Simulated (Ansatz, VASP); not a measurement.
**Two plane-wave programs on KI**

```
I K
1.0
     0.00000    3.57926    3.57926
     3.57926    0.00000    3.57926
     3.57926    3.57926    0.00000
I K
1 1
Direct
  0.50000 0.50000 0.50000
  0.00000 0.00000 0.00000
```

Alike in both runs: task single point; functional PBE0; k mesh 4 × 4 × 4; occupations fermi-dirac, width 0.05 eV; no spin polarisation.

|  | VASP | Ansatz |
| --- | --- | --- |
| version | VASP 6.6.1 | Ansatz 0.2.0 |
| potentials or method | VASP PAW PBE potentials, release 64 (I, K_sv) | Ansatz PAW |
| plane-wave cutoff (eV) | 520 | 420 |
| valence electrons in the cell | 16 | 26 |

```tsv
	VASP	Ansatz	Ansatz less VASP
gap on the k mesh at the Fermi level (eV)	5.57	5.56	-0.008
least direct gap on the mesh (eV)	5.57	5.56	-0.008
pressure (GPa)	-0.1	-0.1	+0.02
```

With one functional, cell and mesh, what is left measures potentials, basis and numerics. VASP's potentials hold 16 valence electrons a cell and Ansatz's 26, so a difference there can come from the potentials and not from the codes.

Spin-orbit coupling is off throughout.
